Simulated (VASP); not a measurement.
**Ir: single point with LDA**

Ir:

```
CELL_PARAMETERS angstrom
2.69471 0.00000 0.00000
-1.34735 2.33369 0.00000
1.34735 0.77790 2.20022
ATOMIC_POSITIONS crystal
Ir 0.00000 0.00000 0.00000
```

```json
{"Program": "VASP 6.6.1", "Task": "single point", "Functional": "LDA", "Potentials or basis": "VASP PAW LDA potentials, release 64 (Ir)", "Cutoff": "500 eV", "k mesh": "15 × 15 × 16", "Occupations": "gaussian, width 0.1 eV", "Spin": "no spin polarisation"}
```

```json
{
  "Pressure": "2.6 GPa"
}
```

Levels at points of the mesh, in eV from the Fermi level:
```tsv
k point	band 1	band 2	band 3	band 4	band 5	band 6	band 7	band 8	band 9
(0.00, 0.00, 0.00)	-11.37	-4.08	-4.08	-4.08	-1.26	-1.26	14.27	19.94	19.94
(0.00, 0.00, 0.50)	-8.38	-4.18	-4.18	-0.80	0.91	0.91	7.47	13.81	19.91
```

Wall time 110 s on 1 thread of Intel Xeon 6975P-C, with other jobs on the host, peak memory 0.34 GiB.

Caveat: spin-orbit coupling is left out, which moves the levels of the heavy elements.
